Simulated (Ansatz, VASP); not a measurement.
Given: the input of a run of Ansatz 0.2.0 on Lu.

The input input.yaml:

```yaml
crystal:
  lattice:
    - [3.5031, 0.0, 0.0]
    - [-1.75155, 3.033773592, 0.0]
    - [0.0, 0.0, 5.5509]
  atoms:
    - { symbol: Lu, position: [0.6666666667, 0.3333333333, 0.75] }
    - { symbol: Lu, position: [0.3333333333, 0.6666666667, 0.25] }
kpoints:
  mp_grid: { grid: [9, 9, 5] }
scf:
  occupations: { method: fermi_dirac, width: 0.05 }
hamiltonian:
  xc: lda
  pseudopotentials: { kind: all_electron, lapw: { basis_error: 0.001 } }
output:
  forces: true
  stress: true
  eigenvalues: true
```

Potentials or basis: all-electron LAPW, scalar-relativistic.

Command:

```bash
$ ansatz run input.yaml --threads 1 --pin off --max-ram 3072MiB --backend cpu --events-out ev --progress --plain --runs-dir out
```

Task: Translate it to VASP 6.6.1. Potentials there: VASP PAW PBE potentials, release 64 (Lu).

Result: As run (the cutoff follows the program's own potentials):

INCAR

```
PREC     = Accurate       # precision mode
ENCUT    = 520            # plane-wave cutoff, eV
EDIFF    = 1E-6           # SCF threshold, eV
ISMEAR   = -1             # smearing method
SIGMA    = 0.05           # smearing width, eV
LREAL    = False          # projectors in reciprocal space
LASPH    = True           # aspherical terms in the spheres
NELM     = 80             # most SCF steps
ALGO     = Normal         # electronic algorithm
ISIF     = 2              # what is computed and relaxed
LWAVE    = False          # write WAVECAR
LCHARG   = True           # write CHGCAR
GGA      = CA             # functional
LELF     = True           # ELF
LVHAR    = True         
NBANDS   = 32             # bands
```

File KPOINTS:

```
regular mesh
0
Gamma
  9 9 5
```

Contents of POSCAR:

```
Lu
1.0
    3.5031000000      0.0000000000      0.0000000000
   -1.7515500000      3.0337735920      0.0000000000
    0.0000000000      0.0000000000      5.5509000000
Lu
2
Direct
    0.6666666667      0.3333333333      0.7500000000
    0.3333333333      0.6666666667      0.2500000000
```

Potentials or basis: VASP PAW PBE potentials, release 64 (Lu).

Run with:

```sh
$ cat potpaw_PBE.64/Lu/POTCAR > POTCAR
$ mpirun -np 1 vasp_std > vasp.out
```

Both were run:

|  | VASP | Ansatz | Ansatz less VASP |
| --- | --- | --- | --- |
| gap on the k mesh at the Fermi level (eV) | none | none | - |
| pressure (GPa) | -5.4 | -5.6 | -0.17 |
| traceless stress, the component that is largest in VASP (GPa) | -0.83 | -0.82 | +0.006 |

VASP's potentials were made for PBE, not for LDA. LDA's correlation is that of Perdew and Zunger in VASP and of Perdew and Wang (1992) in Ansatz. A gap of «none» marks a metal or a gap that the smearing closes. Ansatz ran all-electron here, and VASP with PAW potentials.

Spin-orbit coupling is off throughout.
